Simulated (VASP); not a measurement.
Write the native input for VASP 6.6.1 that does the following.

```yaml
Task: single point
Functional: r2SCAN
Potentials_or_basis: VASP PAW PBE potentials, release 64 (Mg, O)
Cutoff: 520 eV
k_mesh: 9 × 9 × 8
Occupations: gaussian, width 0.05 eV
Spin: no spin polarisation
Dipole_correction: no
Further_INCAR_settings: ALGO = Normal; EDIFF = 1e-07; NBANDS = 16
```

Crystal: MgO.

```
Mg O
1.0
     3.41521    0.00000    0.00000
    -1.70760    2.95766    0.00000
     0.00000    0.00000    4.09275
Mg O
2 2
Direct
  0.66667 0.33333 0.75000
  0.33333 0.66667 0.25000
  0.66667 0.33333 0.25000
  0.33333 0.66667 0.75000
```

One way to write it, as run:

POSCAR

```
MgO
1.0
    3.4152073240      0.0000000000      0.0000000000
   -1.7076036621      2.9576563018      0.0000000000
    0.0000000000      0.0000000000      4.0927511408
Mg O
2 2
Direct
    0.6666666700      0.3333333300      0.7500000000
    0.3333333300      0.6666666700      0.2500000000
    0.6666666700      0.3333333300      0.2500000000
    0.3333333300      0.6666666700      0.7500000000
```

INCAR.step1

```
ALGO = Normal ; EDIFF = 1E-4
ENCUT = 520 ; GGA = PE
ISMEAR = 0 ; LASPH = T
LCHARG = F ; LREAL = F
LWAVE = T ; NBANDS = 16
NELM = 80 ; PREC = Accurate
SIGMA = 0.05
```

INCAR.step2

```
ALGO = Normal ; EDIFF = 1E-7
ENCUT = 520 ; ISIF = 2
ISMEAR = 0 ; ISTART = 1
LASPH = T ; LCHARG = F
LMIXTAU = T ; LREAL = F
LWAVE = F ; METAGGA = R2SCAN
NBANDS = 16 ; NELM = 80
PREC = Accurate ; SIGMA = 0.05
```

KPOINTS

```
k-points
0
Gamma
  9 9 8
```

Potentials or basis: VASP PAW PBE potentials, release 64 (Mg, O).

Run with:

```bash
$ cat potpaw_PBE.64/Mg/POTCAR potpaw_PBE.64/O/POTCAR > POTCAR
$ cp INCAR.step1 INCAR
$ mpirun -np 1 vasp_std > vasp.out
$ cp INCAR.step2 INCAR
$ mpirun -np 1 vasp_std > vasp.out
```

Results of the run:

```
Pressure               : 9.0 GPa
Band gap on the k mesh : 4.42 eV, direct
```

Caveat: the PAW data sets were made with another functional, which shifts forces and pressure a little.

Run time: 100 s on 1 thread of Intel(R) Xeon(R) Platinum 8488C (Sapphire Rapids) (shared host), peak memory 0.19 GiB.
